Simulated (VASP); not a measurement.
# Ga (Fd-3m) in VASP: further runs

Ga is run at these levels: LDA; tasks: single point, relaxation of cell and atoms.

All numbers are computed with VASP 6.6.1; they aren't measurements. Logs are shortened: lines on timing, memory, paths and dates and some standing lists are left out, and cuts for length are marked.

## Step 1: The cell of the first run

The structure is cubic, space group Fd-3m (No. 227). Conventional cell: a = 4.916 Å, b = 4.916 Å, c = 4.916 Å, α = 90.00°, β = 90.00°, γ = 90.00°. Within 2.8 Å of Ga (site symmetry -43m) lie 4 Ga at 2.13 Å.

This isn't the form of Ga at room conditions, which is orthorhombic.

## Step 2: Single point, LDA

INCAR reads:

```
ALGO = Normal
EDIFF = 1E-6
ENCUT = 520
ISIF = 2
ISMEAR = -1
LASPH = True
LCHARG = False
LREAL = False
LWAVE = False
NBANDS = 20
NELM = 100
PREC = Accurate
SIGMA = 0.08
```

KPOINTS reads:

```
k-points
0
Gamma
  13 13 13
```

POSCAR reads:

```
Ga
1.0
    0.0000000000      2.4580334959      2.4580334959
    2.4580334959      0.0000000000      2.4580334959
    2.4580334959      2.4580334959      0.0000000000
Ga
2
Direct
   -0.1250000000     -0.1250000000     -0.1250000000
    0.1250000000      0.1250000000      0.1250000000
```

Potentials or basis: VASP PAW LDA potentials, release 64 (Ga_d).

Run with:

```sh
cat potpaw_LDA.64/Ga_d/POTCAR > POTCAR
mpirun -np 1 vasp_std > vasp.out
```

OUTCAR:

```text
EDIFF = 1E-6
   ENCUT = 520
   ISIF = 2
   ISMEAR = -1
   LASPH = True
   LREAL = False
   NELM = 100
   PREC = Accurate

 ion  position               nearest neighbor table
   1  0.875  0.875  0.875-   2 2.13   2 2.13   2 2.13   2 2.13
   2  0.125  0.125  0.125-   1 2.13   1 2.13   1 2.13   1 2.13

  LATTYP: Found a face centered cubic cell.
 ALAT       =     4.9160669918

  Lattice vectors:

 A1 = (   0.0000000000,   2.4580334959,   2.4580334959)
 A2 = (   2.4580334959,   0.0000000000,   2.4580334959)
 A3 = (   2.4580334959,   2.4580334959,   0.0000000000)

Analysis of symmetry for initial positions (statically):
=====================================================================
 Subroutine PRICEL returns:
 Original cell was already a primitive cell.

 Routine SETGRP: Setting up the symmetry group for a
 face centered cubic supercell.

 Subroutine GETGRP returns: Found 48 space group operations
 (whereof 12 operations were pure point group operations)
 out of a pool of 48 trial point group operations.

The static configuration has the point symmetry D_3d.
 The point group associated with its full space group is O_h .

Analysis of symmetry for dynamics (positions and initial velocities):
=====================================================================
 Subroutine PRICEL returns:
 Original cell was already a primitive cell.

 Routine SETGRP: Setting up the symmetry group for a
 face centered cubic supercell.

 Subroutine GETGRP returns: Found 48 space group operations
 (whereof 12 operations were pure point group operations)
 out of a pool of 48 trial point group operations.

The dynamic configuration has the point symmetry D_3d.
 The point group associated with its full space group is O_h .

 Subroutine INISYM returns: Found 48 space group operations
 (whereof 12 operations are pure point group operations),
 and found     1 'primitive' translations

----------------------------------------------------------------------------------------

                                     Primitive cell

  volume of cell :      29.7025

  direct lattice vectors                    reciprocal lattice vectors
     0.000000000  2.458033496  2.458033496    -0.203414641  0.203414641  0.203414641
     2.458033496  0.000000000  2.458033496     0.203414641 -0.203414641  0.203414641
     2.458033496  2.458033496  0.000000000     0.203414641  0.203414641 -0.203414641

  length of vectors
     3.476184307  3.476184307  3.476184307     0.352324492  0.352324492  0.352324492

  position of ions in fractional coordinates (direct lattice)
     0.875000000  0.875000000  0.875000000
     0.125000000  0.125000000  0.125000000

  ion indices of the primitive-cell ions
   primitive index   ion index
                 1           1
                 2           2

----------------------------------------------------------------------------------------

 KPOINTS: k-points

Automatic generation of k-mesh.
 Grid dimensions read from file:
 generate k-points for:   13   13   13

 Generating k-lattice:

  Cartesian coordinates                     Fractional coordinates (reciprocal lattice)
    -0.015647280  0.015647280  0.015647280     0.076923077  0.000000000  0.000000000
     0.015647280 -0.015647280  0.015647280     0.000000000  0.076923077  0.000000000
     0.015647280  0.015647280 -0.015647280     0.000000000  0.000000000  0.076923077

  Length of vectors
     0.027101884  0.027101884  0.027101884

  Shift w.r.t. Gamma in fractional coordinates (k-lattice)
     0.000000000  0.000000000  0.000000000

 Subroutine IBZKPT returns following result:
 ===========================================

 Found     84 irreducible k-points:

 Following reciprocal coordinates:
            Coordinates               Weight
  0.000000  0.000000  0.000000      1.000000
  0.076923  0.000000  0.000000      8.000000
  0.153846  0.000000  0.000000      8.000000
  0.230769  0.000000  0.000000      8.000000
  0.307692  0.000000  0.000000      8.000000
  0.384615  0.000000  0.000000      8.000000
[... 16 lines left out ...]
  0.384615  0.153846  0.000000     24.000000
  0.461538  0.153846  0.000000     24.000000
 [... further k-points ...]
   k-points           NKPTS =     84   k-points in BZ     NKDIM =     84   number of bands    NBANDS=     20
   number of dos      NEDOS =    301   number of ions     NIONS =      2
   total plane-waves  NPLWV =  21952
   dimension x,y,z NGX =    28 NGY =   28 NGZ =   28
   dimension x,y,z NGXF=    56 NGYF=   56 NGZF=   56
   ions per type =               2
   NGX,Y,Z   is equivalent  to a cutoff of  13.39, 13.39, 13.39 a.u.
   NGXF,Y,Z  is equivalent  to a cutoff of  26.78, 26.78, 26.78 a.u.
 SYSTEM =  unknown system
   PREC   = accura    normal or accurate (medium, high low for compatibility)
   ISTART =      0    job   : 0-new  1-cont  2-samecut
   ICHARG =      2    charge: 1-file 2-atom 10-const
   ISPIN  =      1    spin polarized calculation?
   LNONCOLLINEAR =      F non collinear calculations
   LSORBIT =      F    spin-orbit coupling
   LASPH  =      T    aspherical Exc in radial PAW
   ENCUT  =  520.0 eV  38.22 Ry    6.18 a.u.   6.46  6.46  6.46*2*pi/ulx,y,z
   NELM   =    100;   NELMIN=  2; NELMDL= -5     # of ELM steps
   EDIFF  = 0.1E-05   stopping-criterion for ELM
   LREAL  =      F    real-space projection
   EDIFFG = 0.1E-04   stopping-criterion for IOM
   NSW    =      0    number of steps for IOM
   IBRION =     -1    ionic relax: 0-MD 1-quasi-New 2-CG
   NFREE  =      0    steps in history (QN), initial steepest desc. (CG)
   ISIF   =      2    stress and relaxation
   ISYM   =      2    0-nonsym 1-usesym 2-fastsym
   POTIM  = 0.5000    time-step for ionic-motion
   TEBEG  =    0.0;   TEEND  =   0.0 temperature during run
   PSTRESS=    0.0 pullay stress
   NELECT =      26.0000    total number of electrons
   NUPDOWN=      -1.0000    fix difference up-down
   EMIN   =  10.00;   EMAX   =-10.00  energy-range for DOS
   EFERMI =   0.00;   METHOD = LEGACY
   ISMEAR =    -1;   SIGMA  =   0.08  broadening in eV -4-tet -1-fermi 0-gaus
   EFERMI_NEDOS =   21; number of points for ismear=-14 and -15
   IALGO  =     38    algorithm
   IMIX   =      4    mixing-type and parameters
     AMIX     =   0.40;   BMIX     =  1.00
     AMIX_MAG =   1.60;   BMIX_MAG =  1.00
  volume/ion in A,a.u.               =      14.85       100.22
  Fermi-wavevector in a.u.,A,eV,Ry     =   1.566035  2.959377 33.367824  2.452466
  Thomas-Fermi vector in A             =   2.668423
   LORBIT       =      0    0 simple, 1 ext, 2 COOP (PROOUT), +10 PAW based schemes
   GGA     = CA    functional components
   LHFCALC =     F    Hartree Fock is set to
   AEXX    =    0.0000 exact exchange contribution
   IVDW    =     0    specifies the selected vdW correction
   LEPSILON=     F    determine dielectric tensor
   LRPA    =     F    only Hartree local field effects (RPA)
 non-spin polarized calculation
  energy-cutoff  :      520.00
  volume of cell :       29.70
 maximum number of plane-waves:       821
 NGX is ok and might be reduce to    28
   NGX = 13   NGY = 13   NGZ = 13

 number of electron      26.0000015 magnetization

 Free energy of the ion-electron system (eV)
  ---------------------------------------------------
  ext. energy  EPLUGINS =         0.00000000
  ---------------------------------------------------
  free energy    TOTEN  =        -4.59260958 eV

  energy without entropy =       -4.58142999  energy(sigma->0) =       -4.58701978

 E-fermi :   6.9863     XC(G=0): -12.3100

 val. band max:        6.9378819173   @ k =   0.3077   0.3077   0.0000
 cond. band min:       7.0885474682   @ k =   0.3846   0.3077   0.0769
 fundamental gap:      0.1506655509
 Fermi energy:         6.9862975531

 k-point     1 :       0.0000    0.0000    0.0000
  band No.  band energies     occupation
      1      -8.9972      2.00000
      2      -8.9972      2.00000
      3      -8.9972      2.00000
      4      -8.9151      2.00000
      5      -8.9151      2.00000
      6      -8.0096      2.00000
[... 12 lines left out ...]
     19      17.5434      0.00000
     20      21.2151      0.00000

 k-point     2 :       0.0769    0.0000    0.0000
  band No.  band energies     occupation
      1      -9.0239      2.00000
      2      -9.0239      2.00000
      3      -8.9940      2.00000
      4      -8.8793      2.00000
      5      -8.8793      2.00000
      6      -8.0223      2.00000
[... 12 lines left out ...]
     19      18.1785      0.00000
     20      20.0346      0.00000

 k-point     3 :       0.1538    0.0000    0.0000
  band No.  band energies     occupation
      1      -9.0578      2.00000
      2      -9.0578      2.00000
      3      -8.9856      2.00000
      4      -8.8221      2.00000
      5      -8.8221      2.00000
      6      -8.0571      2.00000
[... 12 lines left out ...]
     19      19.1535      0.00000
     20      19.1744      0.00000

 k-point     4 :       0.2308    0.0000    0.0000
  band No.  band energies     occupation
      1      -9.0769      2.00000
      2      -9.0769      2.00000
      3      -8.9744      2.00000
      4      -8.7756      2.00000
      5      -8.7756      2.00000
      6      -8.1056      2.00000
[... 12 lines left out ...]
     19      19.2004      0.00000
     20      19.2004      0.00000

 k-point     5 :       0.3077    0.0000    0.0000
  band No.  band energies     occupation
      1      -9.0803      2.00000
      2      -9.0803      2.00000
      3      -8.9626      2.00000
      4      -8.7515      2.00000
      5      -8.7515      2.00000
      6      -8.1573      2.00000
[... 12 lines left out ...]
     19      20.2105      0.00000
     20      20.2105      0.00000

 k-point     6 :       0.3846    0.0000    0.0000
  band No.  band energies     occupation
      1      -9.0733      2.00000
      2      -9.0733      2.00000
      3      -8.9523      2.00000
      4      -8.7486      2.00000
      5      -8.7486      2.00000
      6      -8.2008      2.00000
[... 12 lines left out ...]
     19      21.8006      0.00000
     20      21.8006      0.00000

 k-point     7 :       0.4615    0.0000    0.0000
  band No.  band energies     occupation
      1      -9.0653      2.00000
      2      -9.0653      2.00000
      3      -8.9462      2.00000
      4      -8.7539      2.00000
      5      -8.7539      2.00000
      6      -8.2259      2.00000
[... 12 lines left out ...]
     19      23.5928      0.00000
     20      23.5929      0.00000
[... 277 lines left out ...]
 k-point    20 :       0.1538    0.1538    0.0000
  band No.  band energies     occupation
      1      -9.1009      2.00000
      2      -9.0140      2.00000
      3      -9.0140      2.00000
      4      -8.8421      2.00000
      5      -8.7312      2.00000
      6      -8.2159      2.00000
[... 12 lines left out ...]
     19      19.9699      0.00000
     20      20.1296      0.00000

 k-point    21 :       0.2308    0.1538    0.0000
  band No.  band energies     occupation
      1      -9.1218      2.00000
      2      -9.0269      2.00000
      3      -9.0127      2.00000
      4      -8.7981      2.00000
      5      -8.6707      2.00000
      6      -8.2876      2.00000
[... 12 lines left out ...]
     19      21.0325      0.00000
     20      21.1849      0.00000

 k-point    22 :       0.3077    0.1538    0.0000
  band No.  band energies     occupation
      1      -9.1391      2.00000
      2      -9.0402      2.00000
      3      -8.9953      2.00000
      4      -8.7543      2.00000
      5      -8.6242      2.00000
      6      -8.3348      2.00000
[... 12 lines left out ...]
     19      20.6931      0.00000
     20      21.9469      0.00000

 k-point    23 :       0.3846    0.1538    0.0000
  band No.  band energies     occupation
      1      -9.1505      2.00000
      2      -9.0517      2.00000
      3      -8.9658      2.00000
      4      -8.7193      2.00000
      5      -8.6090      2.00000
      6      -8.3478      2.00000
[... 12 lines left out ...]
     19      20.2234      0.00000
     20      23.2502      0.00000

 k-point    24 :       0.4615    0.1538    0.0000
  band No.  band energies     occupation
      1      -9.1551      2.00000
      2      -9.0659      2.00000
      3      -8.9291      2.00000
      4      -8.6891      2.00000
      5      -8.6279      2.00000
      6      -8.3349      2.00000
[... 12 lines left out ...]
     19      20.0755      0.00000
     20      24.6096      0.00000

 [... further k-points ...]

------------------------ aborting loop because EDIFF is reached ----------------------------------------

  FORCE on cell =-STRESS in cart. coord.  units (eV):
  Direction    XX          YY          ZZ          XY          YZ          ZX
  --------------------------------------------------------------------------------------
  -------------------------------------------------------------------------------------
  Total       10.7666664     10.7666664     10.7666664     -0.0000000     -0.0000000      0.0000000
  in kB      580.7623481    580.7623481    580.7623481     -0.0000000     -0.0000000      0.0000000
  external PRESSURE =     580.7623481 kB  Pullay stress =       0.0000000 kB

 VOLUME and BASIS-vectors are now :
 -----------------------------------------------------------------------------
  energy-cutoff  :      520.00
  volume of cell :       29.70
      direct lattice vectors                 reciprocal lattice vectors
     0.000000000  2.458033496  2.458033496    -0.203414641  0.203414641  0.203414641
     2.458033496  0.000000000  2.458033496     0.203414641 -0.203414641  0.203414641
     2.458033496  2.458033496  0.000000000     0.203414641  0.203414641 -0.203414641

 POSITION                                       TOTAL-FORCE (eV/Angst)
 -----------------------------------------------------------------------------------
      4.30156      4.30156      4.30156        -0.000000     -0.000000     -0.000000
      0.61451      0.61451      0.61451         0.000000      0.000000      0.000000
 -----------------------------------------------------------------------------------
    total drift:                                0.000000     -0.000000     -0.000000

  FREE ENERGIE OF THE ION-ELECTRON SYSTEM (eV)
  ---------------------------------------------------
  free  energy   TOTEN  =        -4.5926095762 eV

  energy  without entropy=       -4.5814299932  energy(sigma->0) =       -4.58701978
```

Wall time 43 s (1 thread of Intel Xeon Platinum 8259CL at 2.50GHz (Skylake/Cascade Lake), shared host); peak memory 0.16 GiB.

Results:

```
Free energy            : -4.5926 eV
Pressure               : 58.1 GPa
Band gap on the k mesh : zero (bands 13 and 14 overlap by 7.14 eV)
```

Caveat: the cell stands under pressure.

(Continued in part 2 of 3.)
